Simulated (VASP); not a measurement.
## Ta4N3: single point with PBEsol

The system is Ta4N3.

```
Ta N
1.0
    -2.24957    2.24957    4.40794
     2.24957   -2.24957    4.40794
     2.24957    2.24957   -4.40794
Ta N
4 3
Direct
  0.00000 0.50000 0.50000
  0.25920 0.25920 0.00000
  0.50000 0.00000 0.50000
  0.74080 0.74080 0.00000
  0.75000 0.25000 0.50000
  0.00000 0.00000 0.00000
  0.25000 0.75000 0.50000
```

```
Program             : VASP 6.6.1
Task                : single point
Functional          : PBEsol
Potentials or basis : VASP PAW PBE potentials, release 64 (Ta_pv, N)
Cutoff              : 520 eV
k mesh              : 12 × 12 × 12
Occupations         : gaussian, width 0.1 eV
Spin                : no spin polarisation
```

```json
{
 "Pressure": "-25.3 GPa",
 "Largest force": "0.024 eV/Å",
 "Band gap on the k mesh": "zero (an odd number of electrons rules out a gap without spin polarisation)"
}
```

Forces on the atoms (eV/Å):
```
Ta   0.000  0.000  0.000
Ta   0.000  0.000  0.024
Ta   0.000  0.000  0.000
Ta   0.000  0.000 -0.024
N    0.000  0.000  0.000
N    0.000  0.000  0.000
N    0.000  0.000  0.000
```

Stress tensor (GPa, compression positive):
```
-25.37   0.00   0.00
  0.00 -25.37   0.00
  0.00   0.00 -25.22
```

Levels at points of the mesh, in eV from the Fermi level:
```tsv
k point	band 26	band 27	band 28	band 29	band 30	band 31	band 32	band 33	band 34	band 35
(0.00, 0.00, 0.00)	-3.61	-1.10	-1.10	-0.83	-0.53	-0.53	0.76	0.91	0.91	1.07
(0.50, 0.00, 0.00)	-2.55	-1.31	-1.15	-0.47	-0.06	0.60	1.02	1.19	2.21	2.21
(0.50, 0.50, 0.00)	-1.81	-1.61	-1.37	1.12	1.23	1.25	2.04	2.11	2.34	2.46
(0.50, 0.50, 0.50)	-3.82	-3.82	-3.31	-2.45	0.80	0.80	1.31	2.14	2.33	2.52
```

Wall time 16 min on 1 thread of Intel Xeon 8259CL (shared host), peak memory 0.54 GiB.

Caveat: the cell stands under tension; the PAW data sets were made with another functional, which shifts forces and pressure a little; spin-orbit coupling is left out, which moves the levels of the heavy elements.
